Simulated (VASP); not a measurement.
# P (Fm-3m) in VASP: a series of runs, part 2 of 2

VASP 6.6.1. Earlier steps stand in the parts before.

### 3 Single point, PBEsol (volume scaled by 0.45)

INCAR reads:

```
PREC = Accurate
ENCUT = 520
EDIFF = 1E-6
ISMEAR = -1
SIGMA = 0.1
LREAL = False
LASPH = True
NELM = 60
ALGO = Normal
ISIF = 2
LWAVE = False
LCHARG = False
GGA = PS
NBANDS = 8
```

KPOINTS reads:

```
regular mesh
0
Gamma
  17 17 17
```

POSCAR reads:

```
P
1.0
    0.0000000000      1.4634183095      1.4634183095
    1.4634183095      0.0000000000      1.4634183095
    1.4634183095      1.4634183095      0.0000000000
P
1
Direct
    0.0000000000      0.0000000000      0.0000000000
```

Potentials or basis: VASP PAW PBE potentials, release 64 (P).

Started as:

```
> cat potpaw_PBE.64/P/POTCAR > POTCAR
> mpirun -np 1 vasp_std > vasp.out
```

OUTCAR:

```text
PREC = Accurate
   ENCUT = 520
   EDIFF = 1E-6
   ISMEAR = -1
   LREAL = False
   LASPH = True
   NELM = 60
   ISIF = 2
   GGA = PS

 ion  position               nearest neighbor table
   1  0.000  0.000  0.000-

  LATTYP: Found a face centered cubic cell.
 ALAT       =     2.9268366190

  Lattice vectors:

 A1 = (   0.0000000000,   1.4634183095,   1.4634183095)
 A2 = (   1.4634183095,   0.0000000000,   1.4634183095)
 A3 = (   1.4634183095,   1.4634183095,   0.0000000000)

Analysis of symmetry for initial positions (statically):
=====================================================================
 Subroutine PRICEL returns:
 Original cell was already a primitive cell.

 Routine SETGRP: Setting up the symmetry group for a
 face centered cubic supercell.

 Subroutine GETGRP returns: Found 48 space group operations
 (whereof 48 operations were pure point group operations)
 out of a pool of 48 trial point group operations.

The static configuration has the point symmetry O_h .

Analysis of symmetry for dynamics (positions and initial velocities):
=====================================================================
 Subroutine PRICEL returns:
 Original cell was already a primitive cell.

 Routine SETGRP: Setting up the symmetry group for a
 face centered cubic supercell.

 Subroutine GETGRP returns: Found 48 space group operations
 (whereof 48 operations were pure point group operations)
 out of a pool of 48 trial point group operations.

The dynamic configuration has the point symmetry O_h .

 Subroutine INISYM returns: Found 48 space group operations
 (whereof 48 operations are pure point group operations),
 and found     1 'primitive' translations

----------------------------------------------------------------------------------------

                                     Primitive cell

  volume of cell :       6.2681

  direct lattice vectors                    reciprocal lattice vectors
     0.000000000  1.463418309  1.463418309    -0.341665809  0.341665809  0.341665809
     1.463418309  0.000000000  1.463418309     0.341665809 -0.341665809  0.341665809
     1.463418309  1.463418309  0.000000000     0.341665809  0.341665809 -0.341665809

  length of vectors
     2.069586021  2.069586021  2.069586021     0.591782540  0.591782540  0.591782540

  position of ions in fractional coordinates (direct lattice)
     0.000000000  0.000000000  0.000000000

  ion indices of the primitive-cell ions
   primitive index   ion index
                 1           1

----------------------------------------------------------------------------------------

 KPOINTS: regular mesh

Automatic generation of k-mesh.
 Grid dimensions read from file:
 generate k-points for:   17   17   17

 Generating k-lattice:

  Cartesian coordinates                     Fractional coordinates (reciprocal lattice)
    -0.020097989  0.020097989  0.020097989     0.058823529  0.000000000  0.000000000
     0.020097989 -0.020097989  0.020097989     0.000000000  0.058823529  0.000000000
     0.020097989  0.020097989 -0.020097989     0.000000000  0.000000000  0.058823529

  Length of vectors
     0.034810738  0.034810738  0.034810738

  Shift w.r.t. Gamma in fractional coordinates (k-lattice)
     0.000000000  0.000000000  0.000000000

 Subroutine IBZKPT returns following result:
 ===========================================

 Found    165 irreducible k-points:

 Following reciprocal coordinates:
            Coordinates               Weight
  0.000000  0.000000  0.000000      1.000000
  0.058824  0.000000  0.000000      8.000000
  0.117647  0.000000  0.000000      8.000000
  0.176471  0.000000  0.000000      8.000000
  0.235294  0.000000  0.000000      8.000000
  0.294118  0.000000  0.000000      8.000000
[... 16 lines left out ...]
 -0.176471  0.058824  0.000000     24.000000
 -0.117647  0.058824  0.000000     24.000000
 [... further k-points ...]
   k-points           NKPTS =    165   k-points in BZ     NKDIM =    165   number of bands    NBANDS=      8
   number of dos      NEDOS =    301   number of ions     NIONS =      1
   total plane-waves  NPLWV =   4096
   dimension x,y,z NGX =    16 NGY =   16 NGZ =   16
   dimension x,y,z NGXF=    32 NGYF=   32 NGZF=   32
   ions per type =               1
   NGX,Y,Z   is equivalent  to a cutoff of  12.85, 12.85, 12.85 a.u.
   NGXF,Y,Z  is equivalent  to a cutoff of  25.70, 25.70, 25.70 a.u.
 SYSTEM =  unknown system
   PREC   = accura    normal or accurate (medium, high low for compatibility)
   ISTART =      0    job   : 0-new  1-cont  2-samecut
   ICHARG =      2    charge: 1-file 2-atom 10-const
   ISPIN  =      1    spin polarized calculation?
   LNONCOLLINEAR =      F non collinear calculations
   LSORBIT =      F    spin-orbit coupling
   LASPH  =      T    aspherical Exc in radial PAW
   ENCUT  =  520.0 eV  38.22 Ry    6.18 a.u.   3.85  3.85  3.85*2*pi/ulx,y,z
   NELM   =     60;   NELMIN=  2; NELMDL= -5     # of ELM steps
   EDIFF  = 0.1E-05   stopping-criterion for ELM
   LREAL  =      F    real-space projection
   EDIFFG = 0.1E-04   stopping-criterion for IOM
   NSW    =      0    number of steps for IOM
   IBRION =     -1    ionic relax: 0-MD 1-quasi-New 2-CG
   NFREE  =      0    steps in history (QN), initial steepest desc. (CG)
   ISIF   =      2    stress and relaxation
   ISYM   =      2    0-nonsym 1-usesym 2-fastsym
   POTIM  = 0.5000    time-step for ionic-motion
   TEBEG  =    0.0;   TEEND  =   0.0 temperature during run
   PSTRESS=    0.0 pullay stress
   NELECT =       5.0000    total number of electrons
   NUPDOWN=      -1.0000    fix difference up-down
   EMIN   =  10.00;   EMAX   =-10.00  energy-range for DOS
   EFERMI =   0.00;   METHOD = LEGACY
   ISMEAR =    -1;   SIGMA  =   0.10  broadening in eV -4-tet -1-fermi 0-gaus
   EFERMI_NEDOS =   21; number of points for ismear=-14 and -15
   IALGO  =     38    algorithm
   IMIX   =      4    mixing-type and parameters
     AMIX     =   0.40;   BMIX     =  1.00
     AMIX_MAG =   1.60;   BMIX_MAG =  1.00
  volume/ion in A,a.u.               =       6.27        42.30
  Fermi-wavevector in a.u.,A,eV,Ry     =   1.518284  2.869141 31.363964  2.305186
  Thomas-Fermi vector in A             =   2.627425
   LORBIT       =      0    0 simple, 1 ext, 2 COOP (PROOUT), +10 PAW based schemes
   GGA     = PS    functional components
   LHFCALC =     F    Hartree Fock is set to
   AEXX    =    0.0000 exact exchange contribution
   IVDW    =     0    specifies the selected vdW correction
   LEPSILON=     F    determine dielectric tensor
   LRPA    =     F    only Hartree local field effects (RPA)
 non-spin polarized calculation
  energy-cutoff  :      520.00
  volume of cell :        6.27
 maximum number of plane-waves:       178
   NGX =  7   NGY =  7   NGZ =  7

 number of electron       5.0000000 magnetization

 Free energy of the ion-electron system (eV)
  ---------------------------------------------------
  ext. energy  EPLUGINS =         0.00000000
  ---------------------------------------------------
  free energy    TOTEN  =        -0.21472911 eV

  energy without entropy =       -0.20658765  energy(sigma->0) =       -0.21065838

 E-fermi :  26.6270     XC(G=0): -15.4698

 val. band max:       26.6136324313   @ k =   0.4706   0.4706   0.0000
 cond. band min:      26.6479181273   @ k =  -0.4706   0.3529   0.1176
 fundamental gap:      0.0342856961
 Fermi energy:        26.6269948548

 k-point     1 :       0.0000    0.0000    0.0000
  band No.  band energies     occupation
      1      -1.8872      2.00000
      2      40.0835      0.00000
      3      40.0835      0.00000
      4      40.0835      0.00000
      5      45.1691      0.00000
      6      45.1691      0.00000
      7      45.1691      0.00000
      8      48.6540      0.00000

 k-point     2 :       0.0588    0.0000    0.0000
  band No.  band energies     occupation
      1      -1.7156      2.00000
      2      37.6340      0.00000
      3      39.7617      0.00000
      4      39.7617      0.00000
      5      45.7712      0.00000
      6      45.7712      0.00000
      7      45.9267      0.00000
      8      50.3685      0.00000
[... 221 lines left out ...]
 k-point    23 :      -0.1765    0.0588    0.0000
  band No.  band energies     occupation
      1       0.1593      2.00000
      2      28.0756      0.00000
      3      35.3211      0.00000
      4      40.3726      0.00000
      5      44.9069      0.00000
      6      46.6845      0.00000
      7      47.8400      0.00000
      8      48.4399      0.00000

 k-point    24 :      -0.1176    0.0588    0.0000
  band No.  band energies     occupation
      1      -0.8039      2.00000
      2      32.1130      0.00000
      3      36.1152      0.00000
      4      40.6601      0.00000
      5      46.3057      0.00000
      6      46.8319      0.00000
      7      47.4327      0.00000
      8      49.0940      0.00000

 [... further k-points ...]
[... 5 lines left out ...]
  --------------------------------------------------------------------------------------
  -------------------------------------------------------------------------------------
  Total       15.3422386     15.3422386     15.3422386     -0.0000000     -0.0000000      0.0000000
  in kB     3921.6051701   3921.6051701   3921.6051701     -0.0000000     -0.0000000      0.0000000
  external PRESSURE =    3921.6051701 kB  Pullay stress =       0.0000000 kB

 VOLUME and BASIS-vectors are now :
 -----------------------------------------------------------------------------
  energy-cutoff  :      520.00
  volume of cell :        6.27
      direct lattice vectors                 reciprocal lattice vectors
     0.000000000  1.463418309  1.463418309    -0.341665809  0.341665809  0.341665809
     1.463418309  0.000000000  1.463418309     0.341665809 -0.341665809  0.341665809
     1.463418309  1.463418309  0.000000000     0.341665809  0.341665809 -0.341665809

 POSITION                                       TOTAL-FORCE (eV/Angst)
 -----------------------------------------------------------------------------------
      0.00000      0.00000      0.00000        -0.000000     -0.000000      0.000000
 -----------------------------------------------------------------------------------
    total drift:                               -0.000000      0.000000     -0.000000

  FREE ENERGIE OF THE ION-ELECTRON SYSTEM (eV)
  ---------------------------------------------------
  free  energy   TOTEN  =        -0.2147291118 eV

  energy  without entropy=       -0.2065876525  energy(sigma->0) =       -0.21065838
```

OSZICAR:

```text
N       E                     dE             d eps       ncg     rms          rms(c)
DAV:   1     0.265622856704E+01    0.26562E+01   -0.27499E+03  3368   0.487E+02
DAV:   2    -0.290931129023E+00   -0.29472E+01   -0.28061E+01  3912   0.427E+01
DAV:   3    -0.298588096387E+00   -0.76570E-02   -0.76525E-02  2928   0.221E+00
DAV:   4    -0.298589659176E+00   -0.15628E-05   -0.15637E-05  4512   0.323E-02
DAV:   5    -0.298589660502E+00   -0.13265E-08   -0.13547E-10  2944   0.651E-05    0.199E+01
DAV:   6    -0.244596812124E+00    0.53993E-01   -0.69605E-03  3176   0.596E-01    0.115E+01
DAV:   7    -0.214788923543E+00    0.29808E-01   -0.13950E-02  3360   0.842E-01    0.106E-01
DAV:   8    -0.214734307995E+00    0.54616E-04   -0.16405E-05  3848   0.383E-02    0.601E-02
DAV:   9    -0.214729270113E+00    0.50379E-05   -0.28361E-06  3408   0.120E-02    0.507E-03
DAV:  10    -0.214729111779E+00    0.15833E-06   -0.21835E-08  1984   0.128E-03
   1 F= -.21472911E+00 E0= -.21065838E+00  d E =-.814146E-02
```

Run time: 13 s. Hardware: 1 thread of AMD EPYC 7R13, shared host; peak memory 0.08 GiB.

Results:

| Quantity | Value |
| --- | --- |
| Free energy | -0.2147 eV |
| Pressure | 392.2 GPa |

Caveat: the PAW data sets were made with another functional, which shifts forces and pressure a little.

### 4 Single point, PBEsol (volume scaled by 0.52)

INCAR reads:

```
SYSTEM = P
PREC = Accurate
ENCUT = 520
EDIFF = 1E-6
ISMEAR = -1
SIGMA = 0.1
LREAL = .FALSE.
LASPH = .TRUE.
NELM = 80
ALGO = Normal
ISIF = 2
LWAVE = .FALSE.
LCHARG = .FALSE.
GGA = PS
NBANDS = 8
```

KPOINTS reads:

```
Automatic mesh
0
G
  17 17 17
  0 0 0
```

POSCAR reads:

```
P
1.0
    0.0000000000      1.5356730438      1.5356730438
    1.5356730438      0.0000000000      1.5356730438
    1.5356730438      1.5356730438      0.0000000000
P
1
Direct
    0.0000000000      0.0000000000      0.0000000000
```

Potentials or basis: VASP PAW PBE potentials, release 64 (P).

Started as:

```
> cat potpaw_PBE.64/P/POTCAR > POTCAR
> mpirun -np 1 vasp_std > vasp.out
```

OUTCAR:

```text
SYSTEM = P
   PREC = Accurate
   ENCUT = 520
   EDIFF = 1E-6
   ISMEAR = -1
   LREAL = .FALSE.
   LASPH = .TRUE.
   NELM = 80
   ISIF = 2
   GGA = PS

 ion  position               nearest neighbor table
   1  0.000  0.000  0.000-

  LATTYP: Found a face centered cubic cell.
 ALAT       =     3.0713460876

  Lattice vectors:

 A1 = (   0.0000000000,   1.5356730438,   1.5356730438)
 A2 = (   1.5356730438,   0.0000000000,   1.5356730438)
 A3 = (   1.5356730438,   1.5356730438,   0.0000000000)

Analysis of symmetry for initial positions (statically):
=====================================================================
 Subroutine PRICEL returns:
 Original cell was already a primitive cell.

 Routine SETGRP: Setting up the symmetry group for a
 face centered cubic supercell.

 Subroutine GETGRP returns: Found 48 space group operations
 (whereof 48 operations were pure point group operations)
 out of a pool of 48 trial point group operations.

The static configuration has the point symmetry O_h .

Analysis of symmetry for dynamics (positions and initial velocities):
=====================================================================
 Subroutine PRICEL returns:
[... 152 lines left out ...]
  energy without entropy =       -2.09730994  energy(sigma->0) =       -2.09984492

 E-fermi :  22.9623     XC(G=0): -14.7510

 val. band max:       22.9428409065   @ k =  -0.4118   0.2353   0.0588
 cond. band min:      22.9964736597   @ k =   0.2941   0.1765   0.0000
 fundamental gap:      0.0536327532
 Fermi energy:        22.9623212581

 k-point     1 :       0.0000    0.0000    0.0000
  band No.  band energies     occupation
      1      -2.9876      2.00000
      2      36.0167      0.00000
      3      36.0167      0.00000
      4      36.0167      0.00000
      5      38.8246      0.00000
      6      38.8246      0.00000
      7      38.8246      0.00000
      8      44.2031      0.00000
[... 243 lines left out ...]
 k-point    24 :      -0.1176    0.0588    0.0000
  band No.  band energies     occupation
      1      -1.9975      2.00000
      2      28.3450      0.00000
      3      31.7382      0.00000
      4      36.3065      0.00000
      5      39.8469      0.00000
      6      41.1137      0.00000
      7      42.6426      0.00000
      8      42.8766      0.00000

 [... further k-points ...]
[... 5 lines left out ...]
  --------------------------------------------------------------------------------------
  -------------------------------------------------------------------------------------
  Total       10.8650999     10.8650999     10.8650999      0.0000000      0.0000000      0.0000000
  in kB     2403.3555651   2403.3555651   2403.3555651      0.0000000      0.0000000      0.0000000
  external PRESSURE =    2403.3555651 kB  Pullay stress =       0.0000000 kB

 VOLUME and BASIS-vectors are now :
 -----------------------------------------------------------------------------
  energy-cutoff  :      520.00
  volume of cell :        7.24
      direct lattice vectors                 reciprocal lattice vectors
     0.000000000  1.535673044  1.535673044    -0.325590139  0.325590139  0.325590139
     1.535673044  0.000000000  1.535673044     0.325590139 -0.325590139  0.325590139
     1.535673044  1.535673044  0.000000000     0.325590139  0.325590139 -0.325590139

 POSITION                                       TOTAL-FORCE (eV/Angst)
 -----------------------------------------------------------------------------------
      0.00000      0.00000      0.00000         0.000000      0.000000      0.000000
 -----------------------------------------------------------------------------------
    total drift:                               -0.000000      0.000000     -0.000000

  FREE ENERGIE OF THE ION-ELECTRON SYSTEM (eV)
  ---------------------------------------------------
  free  energy   TOTEN  =        -2.1023798889 eV

  energy  without entropy=       -2.0973099449  energy(sigma->0) =       -2.09984492
```

OSZICAR:

```text
N       E                     dE             d eps       ncg     rms          rms(c)
DAV:   1     0.133316218470E+01    0.13332E+01   -0.26191E+03  3248   0.483E+02
DAV:   2    -0.214127564586E+01   -0.34744E+01   -0.32554E+01  3880   0.445E+01
DAV:   3    -0.215220454298E+01   -0.10929E-01   -0.10927E-01  2960   0.271E+00
DAV:   4    -0.215220755301E+01   -0.30100E-05   -0.30089E-05  4456   0.461E-02
DAV:   5    -0.215220755335E+01   -0.33737E-09   -0.14281E-09  2992   0.165E-04    0.152E+01
DAV:   6    -0.211999004334E+01    0.32218E-01   -0.55271E-03  3128   0.487E-01    0.878E+00
DAV:   7    -0.210240517188E+01    0.17585E-01   -0.10959E-02  3304   0.688E-01    0.105E-01
DAV:   8    -0.210238060887E+01    0.24563E-04   -0.13812E-05  3800   0.353E-02    0.480E-02
DAV:   9    -0.210237988891E+01    0.71996E-06   -0.19987E-06  3200   0.962E-03
   1 F= -.21023799E+01 E0= -.20998449E+01  d E =-.506994E-02
```

stdout:

```text
POSCAR found type information on POSCAR P
 POSCAR found :  1 types and       1 ions
 scaLAPACK will be used
 -----------------------------------------------------------------------------
|                                                                             |
|                                                                             |
|     You enforced a specific xc type in the INCAR file but a different       |
|     I HOPE YOU KNOW WHAT YOU ARE DOING!                                     |
|                                                                             |
 -----------------------------------------------------------------------------

 LDA part: xc-table for (Slater+PW92), standard interpolation
 POSCAR, INCAR and KPOINTS ok, starting setup
 FFT: planning ... GRIDC
 FFT: planning ... GRID_SOFT
 FFT: planning ... GRID
 WAVECAR not read
 entering main loop
```

It took 13 s on 1 thread of AMD EPYC 7R13, shared host; peak memory 0.08 GiB.

Results:

```yaml
Free_energy: -2.1024 eV
Pressure: 240.3 GPa
```

Caveat: the PAW data sets were made with another functional, which shifts forces and pressure a little.
